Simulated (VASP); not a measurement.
# AlP (I-4m2) in VASP: single point with HSE06

Aim: the single point of AlP with HSE06.

All numbers are computed with VASP 6.6.1; they aren't measurements. Logs are shortened: lines on timing, memory, paths and dates and some standing lists are left out, and cuts for length are marked.

## 1. The cell of the first run

Symmetry: I-4m2, No. 119, tetragonal system. The conventional cell has a = 3.829 Å, b = 3.829 Å, c = 5.526 Å, α = 90.00°, β = 90.00°, γ = 90.00°. Within 3.1 Å of Al (site symmetry -4m2) lie 4 P at 2.36 Å. Within 3.1 Å of P (site symmetry -4m2) lie 4 Al at 2.36 Å.

## 2. Single point, HSE06

The input, POSCAR:

```
AlP
1.0
    0.0000000000      2.7078050190      2.7631478648
    2.7078050190      0.0000000000      2.7631478648
    2.7078050190      2.7078050190      0.0000000000
Al P
1 1
Direct
    0.0000000000      0.0000000000      0.0000000000
    0.2500000000      0.2500000000      0.2500000000
```

The input, INCAR.step1:

```
PREC     = Accurate       # precision mode
ENCUT    = 400            # plane-wave cutoff, eV
EDIFF    = 1E-5           # SCF threshold, eV
ISMEAR   = 0              # smearing method
SIGMA    = 0.01           # smearing width, eV
LREAL    = F              # projectors in reciprocal space
LASPH    = T              # aspherical terms in the spheres
NELM     = 120            # most SCF steps
ALGO     = Normal         # electronic algorithm
ISIF     = 2              # what is computed and relaxed
LWAVE    = T              # write WAVECAR
LCHARG   = F              # write CHGCAR
NBANDS   = 11             # bands
GGA      = PE             # functional
GGA_COMPAT= F
```

The input, INCAR.step2:

```
PREC     = Accurate       # precision mode
ENCUT    = 400            # plane-wave cutoff, eV
EDIFF    = 1E-6           # SCF threshold, eV
ISMEAR   = 0              # smearing method
SIGMA    = 0.01           # smearing width, eV
LREAL    = F              # projectors in reciprocal space
LASPH    = T              # aspherical terms in the spheres
NELM     = 120            # most SCF steps
ALGO     = Normal         # electronic algorithm
ISIF     = 2              # what is computed and relaxed
LWAVE    = F              # write WAVECAR
LCHARG   = F              # write CHGCAR
GGA      = PE             # functional
LHFCALC  = T              # exact exchange
HFSCREEN = 0.2079         # screening, 1/A
PRECFOCK = Normal       
NBANDS   = 11             # bands
ISTART   = 1            
GGA_COMPAT= F
```

The input, KPOINTS:

```
Automatic mesh
0
Gamma
  6 6 6
```

Potentials or basis: VASP PAW PBE potentials, release 64 (Al, P).

Run with:

```
> cat potpaw_PBE.64/Al/POTCAR potpaw_PBE.64/P/POTCAR > POTCAR
> cp INCAR.step1 INCAR
> mpirun -np 1 vasp_std > vasp.out
> cp INCAR.step2 INCAR
> mpirun -np 1 vasp_std > vasp.out
```

OUTCAR:

```text
PREC = Accurate
   ENCUT = 400
   EDIFF = 1E-6
   ISMEAR = 0
   LREAL = F
   LASPH = T
   NELM = 120
   ISIF = 2
   GGA = PE
   LHFCALC = T
   HFSCREEN = 0.2079
   PRECFOCK = Normal
   ISTART = 1

 ion  position               nearest neighbor table
   1  0.000  0.000  0.000-   2 2.36   2 2.36   2 2.36   2 2.36
   2  0.250  0.250  0.250-   1 2.36   1 2.36   1 2.36   1 2.36

  LATTYP: Found a body centered tetragonal cell.
 ALAT       =     3.8294145821
 C/A-ratio  =     1.4431176388

  Lattice vectors:

 A1 = (  -2.7078050190,   0.0000000000,   2.7631478648)
 A2 = (   2.7078050190,   0.0000000000,   2.7631478648)
 A3 = (   0.0000000000,   2.7078050190,  -2.7631478648)

Analysis of symmetry for initial positions (statically):
=====================================================================
 Subroutine PRICEL returns:
 Original cell was already a primitive cell.

 Routine SETGRP: Setting up the symmetry group for a
 body centered tetragonal supercell.

 Subroutine GETGRP returns: Found  8 space group operations
 (whereof  8 operations were pure point group operations)
 out of a pool of 16 trial point group operations.

The static configuration has the point symmetry D_2d.

Analysis of symmetry for dynamics (positions and initial velocities):
=====================================================================
 Subroutine PRICEL returns:
 Original cell was already a primitive cell.

 Routine SETGRP: Setting up the symmetry group for a
 body centered tetragonal supercell.

 Subroutine GETGRP returns: Found  8 space group operations
 (whereof  8 operations were pure point group operations)
 out of a pool of 16 trial point group operations.

The dynamic configuration has the point symmetry D_2d.

 Subroutine INISYM returns: Found  8 space group operations
 (whereof  8 operations are pure point group operations),
 and found     1 'primitive' translations

----------------------------------------------------------------------------------------

                                     Primitive cell

  volume of cell :      40.5199

  direct lattice vectors                    reciprocal lattice vectors
     0.000000000  2.707805019  2.763147865    -0.184651405  0.184651405  0.180953038
     2.707805019  0.000000000  2.763147865     0.184651405 -0.184651405  0.180953038
     2.707805019  2.707805019  0.000000000     0.184651405  0.184651405 -0.180953038

  length of vectors
     3.868745810  3.868745810  3.829414582     0.317704712  0.317704712  0.317704712

  position of ions in fractional coordinates (direct lattice)
     0.000000000  0.000000000  0.000000000
     0.250000000  0.250000000  0.250000000

  ion indices of the primitive-cell ions
   primitive index   ion index
                 1           1
                 2           2

----------------------------------------------------------------------------------------

 KPOINTS: Automatic mesh

Automatic generation of k-mesh.
 Grid dimensions read from file:
 generate k-points for:    6    6    6

 Generating k-lattice:

  Cartesian coordinates                     Fractional coordinates (reciprocal lattice)
    -0.030775234  0.030775234  0.030158840     0.166666667  0.000000000  0.000000000
     0.030775234 -0.030775234  0.030158840     0.000000000  0.166666667  0.000000000
     0.030775234  0.030775234 -0.030158840    -0.000000000 -0.000000000  0.166666667

  Length of vectors
     0.052950785  0.052950785  0.052950785

  Shift w.r.t. Gamma in fractional coordinates (k-lattice)
     0.000000000  0.000000000  0.000000000

 Subroutine IBZKPT returns following result:
 ===========================================

 Found     30 irreducible k-points:

 Following reciprocal coordinates:
            Coordinates               Weight
  0.000000  0.000000  0.000000      1.000000
  0.166667 -0.000000  0.000000      8.000000
  0.333333  0.000000  0.000000      8.000000
  0.500000 -0.000000  0.000000      4.000000
  0.166667  0.166667  0.000000      2.000000
  0.333333  0.166667  0.000000      8.000000
[... 16 lines left out ...]
  0.333333  0.000000  0.333333      4.000000
  0.500000  0.000000  0.333333     16.000000
 [... further k-points ...]
   k-points           NKPTS =     30   k-points in BZ     NKDIM =    216   number of bands    NBANDS=     11
   number of dos      NEDOS =    301   number of ions     NIONS =      2
   total plane-waves  NPLWV =  21952
   dimension x,y,z NGX =    28 NGY =   28 NGZ =   28
   dimension x,y,z NGXF=    56 NGYF=   56 NGZF=   56
   ions per type =               1   1
   NGX,Y,Z   is equivalent  to a cutoff of  12.03, 12.03, 12.16 a.u.
   NGXF,Y,Z  is equivalent  to a cutoff of  24.06, 24.06, 24.31 a.u.
 SYSTEM =  unknown system
   PREC   = accura    normal or accurate (medium, high low for compatibility)
   ISTART =      1    job   : 0-new  1-cont  2-samecut
   ICHARG =      0    charge: 1-file 2-atom 10-const
   ISPIN  =      1    spin polarized calculation?
   LNONCOLLINEAR =      F non collinear calculations
   LSORBIT =      F    spin-orbit coupling
   LASPH  =      T    aspherical Exc in radial PAW
   ENCUT  =  400.0 eV  29.40 Ry    5.42 a.u.   6.31  6.31  6.24*2*pi/ulx,y,z
   NELM   =    120;   NELMIN=  2; NELMDL=  0     # of ELM steps
   EDIFF  = 0.1E-05   stopping-criterion for ELM
   LREAL  =      F    real-space projection
   EDIFFG = 0.1E-04   stopping-criterion for IOM
   NSW    =      0    number of steps for IOM
   IBRION =     -1    ionic relax: 0-MD 1-quasi-New 2-CG
   NFREE  =      0    steps in history (QN), initial steepest desc. (CG)
   ISIF   =      2    stress and relaxation
   ISYM   =      3    0-nonsym 1-usesym 2-fastsym
   POTIM  = 0.5000    time-step for ionic-motion
   TEBEG  =    0.0;   TEEND  =   0.0 temperature during run
   PSTRESS=    0.0 pullay stress
   NELECT =       8.0000    total number of electrons
   NUPDOWN=      -1.0000    fix difference up-down
   EMIN   =  10.00;   EMAX   =-10.00  energy-range for DOS
   EFERMI =   0.00;   METHOD = LEGACY
   ISMEAR =     0;   SIGMA  =   0.01  broadening in eV -4-tet -1-fermi 0-gaus
   EFERMI_NEDOS =   21; number of points for ismear=-14 and -15
   IALGO  =     38    algorithm
   IMIX   =      1    mixing-type and parameters
     AMIX     =   0.40;   BMIX     =  1.00
     AMIX_MAG =   1.60;   BMIX_MAG =  1.00
  volume/ion in A,a.u.               =      20.26       136.72
  Fermi-wavevector in a.u.,A,eV,Ry     =   0.953268  1.801416 12.363895  0.908721
  Thomas-Fermi vector in A             =   2.081908
   LORBIT       =      0    0 simple, 1 ext, 2 COOP (PROOUT), +10 PAW based schemes
   GGA     = PE    functional components
   LHFCALC =     T    Hartree Fock is set to
   PRECFOCK=normal    Normal, Fast or Accurate (Low or Medium for compatibility)
   ENCUT4O =  -1.0   cutoff for four orbital integrals eV
   NKREDX  =     1    reduce k-point grid by
   NKREDY  =     1    reduce k-point grid by
   NKREDZ  =     1    reduce k-point grid by
   AEXX    =    0.2500 exact exchange contribution
   HFSCREEN=    0.2079 screening length (either q_TF or 0.3 A-1)
   HFSCREENC=   0.2079 screening length for correlation (either q_TF or 0.3 A-1)
   ENCUTFOCK=  -1.0 apply spherical cutoff to Coloumb kernel
   IVDW    =     0    specifies the selected vdW correction
   LEPSILON=     F    determine dielectric tensor
   LRPA    =     F    only Hartree local field effects (RPA)
 non-spin polarized calculation
 Gauss-broadening in eV      SIGMA  =   0.01
  energy-cutoff  :      400.00
  volume of cell :       40.52
 maximum number of plane-waves:       750
 NGX is ok and might be reduce to    28
  NGX = 20; NGY = 20; NGZ = 20

 number of electron       8.0000000 magnetization

 Free energy of the ion-electron system (eV)
  ---------------------------------------------------
  ext. energy  EPLUGINS =         0.00000000
  ---------------------------------------------------
  free energy    TOTEN  =       -11.99460267 eV

  energy without entropy =      -11.99460267  energy(sigma->0) =      -11.99460267

 E-fermi :   4.2205     XC(G=0):  -7.6967

 val. band max:        4.1794063575   @ k =   0.0000   0.0000   0.0000
 cond. band min:       6.3675534011   @ k =   0.5000   0.0000   0.5000
 fundamental gap:      2.1881470436
 Fermi energy:         4.2204553825

 k-point     1 :       0.0000    0.0000    0.0000
  band No.  band energies     occupation
      1      -8.6557      2.00000
      2       4.0744      2.00000
      3       4.1794      2.00000
      4       4.1794      2.00000
      5       8.4054      0.00000
      6       9.6370      0.00000
      7       9.6370      0.00000
      8       9.6593      0.00000
      9      13.9667      0.00000
     10      14.3669      0.00000
     11      15.5461      0.00000

 k-point     2 :       0.1667   -0.0000    0.0000
  band No.  band energies     occupation
      1      -8.3183      2.00000
      2       2.1298      2.00000
      3       3.8290      2.00000
      4       3.9327      2.00000
      5       8.6895      0.00000
      6      10.1020      0.00000
      7      10.1232      0.00000
      8      10.8359      0.00000
      9      13.3322      0.00000
     10      13.5832      0.00000
     11      16.1168      0.00000

 k-point     3 :       0.3333    0.0000    0.0000
  band No.  band energies     occupation
      1      -7.4374      2.00000
      2      -0.6344      2.00000
      3       3.3881      2.00000
      4       3.5461      2.00000
      5       8.0580      0.00000
      6      10.0767      0.00000
      7      10.2369      0.00000
      8      13.2015      0.00000
      9      14.4476      0.00000
     10      14.4955      0.00000
     11      15.6373      0.00000
[... 267 lines left out ...]
 k-point    23 :       0.3333    0.0000    0.3333
  band No.  band energies     occupation
      1      -6.9822      2.00000
      2      -0.2264      2.00000
      3       2.1805      2.00000
      4       2.2034      2.00000
      5       7.0650      0.00000
      6       8.1136      0.00000
      7      13.6483      0.00000
      8      14.0338      0.00000
      9      15.1393      0.00000
     10      16.3129      0.00000
     11      19.9734      0.00000

 k-point    24 :       0.5000    0.0000    0.3333
  band No.  band energies     occupation
      1      -6.2671      2.00000
      2      -1.2542      2.00000
      3       1.1104      2.00000
      4       2.0555      2.00000
      5       7.1147      0.00000
      6       8.8313      0.00000
      7      13.6519      0.00000
      8      14.0684      0.00000
      9      16.7028      0.00000
     10      17.3821      0.00000
     11      18.9430      0.00000

 [... further k-points ...]
[... 5 lines left out ...]
  --------------------------------------------------------------------------------------
  -------------------------------------------------------------------------------------
  Total        0.3676443      0.3676443     -0.0077146      0.0000000      0.0000000      0.0000000
  in kB       14.5368220     14.5368220     -0.3050376      0.0000000      0.0000000      0.0000000
  external PRESSURE =       9.5895355 kB  Pullay stress =       0.0000000 kB

 VOLUME and BASIS-vectors are now :
 -----------------------------------------------------------------------------
  energy-cutoff  :      400.00
  volume of cell :       40.52
      direct lattice vectors                 reciprocal lattice vectors
     0.000000000  2.707805019  2.763147865    -0.184651405  0.184651405  0.180953038
     2.707805019  0.000000000  2.763147865     0.184651405 -0.184651405  0.180953038
     2.707805019  2.707805019  0.000000000     0.184651405  0.184651405 -0.180953038

 POSITION                                       TOTAL-FORCE (eV/Angst)
 -----------------------------------------------------------------------------------
      0.00000      0.00000      0.00000         0.000000      0.000000     -0.000000
      1.35390      1.35390      1.38157        -0.000000     -0.000000      0.000000
 -----------------------------------------------------------------------------------
    total drift:                                0.000000     -0.000001     -0.000000

  FREE ENERGIE OF THE ION-ELECTRON SYSTEM (eV)
  ---------------------------------------------------
  free  energy   TOTEN  =       -11.9946026736 eV

  energy  without entropy=      -11.9946026735  energy(sigma->0) =      -11.99460267
```

Wall time 24 min (1 thread of Oxide Virtual Turin-like, shared host); peak memory 0.23 GiB.

Results:

| Quantity | Value |
| --- | --- |
| Free energy | -11.9946 eV |
| Pressure | 1.0 GPa |
| Band gap on the k mesh | 2.19 eV (least direct gap 4.23 eV) |

Caveat: the PAW data sets were made with another functional, which shifts forces and pressure a little.
